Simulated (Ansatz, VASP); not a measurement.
**Sn2GeSe3: VASP beside Ansatz**

```
Sn Ge Se
1.0
    -2.11342    2.11342    8.96648
     2.11342   -2.11342    8.96648
     2.11342    2.11342   -8.96648
Sn Ge Se
2 1 3
Cartesian
  0.0000 0.0000 11.9553
  0.0000 0.0000 5.9777
  0.0000 0.0000 0.0000
  0.0000 0.0000 14.9441
  0.0000 0.0000 8.9665
  0.0000 0.0000 2.9888
```

Alike in both runs: task single point; functional PBE; k mesh 6 × 6 × 6; occupations gaussian, width 0.1 eV; no spin polarisation.

```csv
,VASP,Ansatz
version,VASP 6.6.1,Ansatz 0.2.0
potentials or method,"VASP PAW PBE potentials, release 64 (Sn_d, Ge_d, Se), cutoff 520 eV","scalar-relativistic, plane waves, PAW"
valence electrons in the cell,60,90
```

|  | VASP | Ansatz | Ansatz less VASP |
| --- | --- | --- | --- |
| gap on the k mesh at the Fermi level (eV) | 0.15 | 0.15 | +0.001 |
| least direct gap on the mesh (eV) | 0.15 | 0.15 | +0.001 |
| pressure (GPa) | -1.0 | -1.0 | 0.00 |
| rms of the force components (eV/Å) | 0.130 | 0.130 | 0.0000 |

Atom by atom the forces differ by 0.000 eV/Å (rms over components). VASP's potentials hold 60 valence electrons a cell and Ansatz's 90, so a difference there can come from the potentials and not from the codes.
